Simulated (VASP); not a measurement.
Fe:

```
Fe
1.0
    -1.35158    1.35158    1.35158
     1.35158   -1.35158    1.35158
     1.35158    1.35158   -1.35158
Fe
1
Direct
  0.00000 0.00000 0.00000
```

Base run:

- Program: VASP 6.6.1
- Functional: PBE
- Potentials or basis: VASP PAW PBE potentials, release 64 (Fe)
- Cutoff: 520 eV
- k mesh: 28 × 28 × 28
- Occupations: fermi-dirac, width 0.0612256 eV
- Spin: no spin polarisation

Its results: band gap on the k mesh zero (band 4 reaches 8.56 eV, above the bottom of band 5 at 6.24 eV); pressure 17.5 GPa.

Task: The run is repeated on the same cell with these changes: k mesh from 28 × 28 × 28 to 19 × 19 × 19; further incar settings from ALGO = Normal; EDIFF = 1e-06; NBANDS = 10 to ALGO = Normal; EDIFF = 1e-07; NBANDS = 10. What comes out?

Result: Band gap on the k mesh zero (band 4 reaches 8.50 eV, above the bottom of band 5 at 6.17 eV); pressure 18.2 GPa.

Caveats: the run has no spin polarisation, though such a crystal can be magnetic.
